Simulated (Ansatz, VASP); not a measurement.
## Two plane-wave programs on TiO2

INCAR

```
ALGO     = Normal         # electronic algorithm
EDIFF    = 1E-8           # SCF threshold, eV
ENCUT    = 520            # plane-wave cutoff, eV
GGA      = PE             # functional
ISIF     = 2              # what is computed and relaxed
ISMEAR   = -1             # smearing method
LASPH    = T              # aspherical terms in the spheres
LCHARG   = F              # write CHGCAR
LEFG     = T            
LREAL    = F              # projectors in reciprocal space
LWAVE    = F              # write WAVECAR
NBANDS   = 60             # bands
NELM     = 100            # most SCF steps
PREC     = Accurate       # precision mode
SIGMA    = 0.02           # smearing width, eV
```

File KPOINTS:

```
k-points
0
Gamma
  8 8 8
```

POSCAR

```
TiO2
1.0
   -5.0974444050      5.0974444050      1.4837227700
    5.0974444050     -5.0974444050      1.4837227700
    5.0974444050      5.0974444050     -1.4837227700
Ti O
4 8
Direct
    0.6444529200      0.1725869100      0.8170398300
    0.1725869100      0.3555470800      0.5281339900
    0.8274130900      0.6444529200      0.4718660100
    0.3555470800      0.8274130900      0.1829601700
    0.8362624700      0.4589847300      0.2952472000
    0.4589847300      0.1637375300      0.6227222600
    0.5410152700      0.8362624700      0.3772777400
    0.1637375300      0.5410152700      0.7047528000
    0.1566068900      0.7909642100      0.9475711000
    0.7909642100      0.8433931100      0.6343573200
    0.8433931100      0.2090357900      0.0524289000
    0.2090357900      0.1566068900      0.3656426800
```

Input for Ansatz:

```yaml
crystal:
  lattice:
    - [-5.097444405, 5.097444405, 1.48372277]
    - [5.097444405, -5.097444405, 1.48372277]
    - [5.097444405, 5.097444405, -1.48372277]
  atoms:
    - { symbol: Ti, position: [0.64445292, 0.17258691, 0.81703983] }
    - { symbol: Ti, position: [0.17258691, 0.35554708, 0.52813399] }
    - { symbol: Ti, position: [0.82741309, 0.64445292, 0.47186601] }
    - { symbol: Ti, position: [0.35554708, 0.82741309, 0.18296017] }
    - { symbol: O, position: [0.83626247, 0.45898473, 0.2952472] }
    - { symbol: O, position: [0.45898473, 0.16373753, 0.62272226] }
    - { symbol: O, position: [0.54101527, 0.83626247, 0.37727774] }
    - { symbol: O, position: [0.16373753, 0.54101527, 0.7047528] }
    - { symbol: O, position: [0.15660689, 0.79096421, 0.9475711] }
    - { symbol: O, position: [0.79096421, 0.84339311, 0.63435732] }
    - { symbol: O, position: [0.84339311, 0.20903579, 0.0524289] }
    - { symbol: O, position: [0.20903579, 0.15660689, 0.36564268] }
kpoints:
  mp_grid: { grid: [8, 8, 8] }
scf:
  occupations: { method: fermi_dirac, width: 0.02 }
hamiltonian:
  xc: pbe
  pseudopotentials: { kind: paw }
output:
  forces: true
  stress: true
  populations: true
  efg:
    quadrupole_moments_barn: { Ti: 0.247, O: -0.02558 }
    contact_densities: true
```

Alike in both runs: task electric field gradients; functional PBE; k mesh 8 × 8 × 8; occupations fermi-dirac, width 0.02 eV; no spin polarisation.

|  | VASP | Ansatz |
| --- | --- | --- |
| version | VASP 6.6.1 | Ansatz 0.2.0 |
| potentials or method | VASP PAW PBE potentials, release 64 (Ti_sv, O) | plane-wave PAW, scalar-relativistic |
| plane-wave cutoff (eV) | 520 | 420 |
| valence electrons in the cell | 96 | 96 |

|  | VASP | Ansatz | Ansatz less VASP |
| --- | --- | --- | --- |
| gap on the k mesh at the Fermi level (eV) | 2.60 | 2.63 | +0.024 |
| pressure (GPa) | 3.5 | 2.9 | -0.61 |
| traceless stress, the component that is largest in VASP (GPa) | -0.06 | -0.23 | -0.166 |
| rms of the force components (eV/Å) | 0.081 | 0.070 | -0.0111 |
| size of Vzz on the site where it differs most (V/Å²) | 17.0 | 18.7 | +1.71 |

Atom by atom the forces differ by 0.025 eV/Å (rms over components). One of these differences is far larger than is usual between the two programs; its cause wasn't traced.
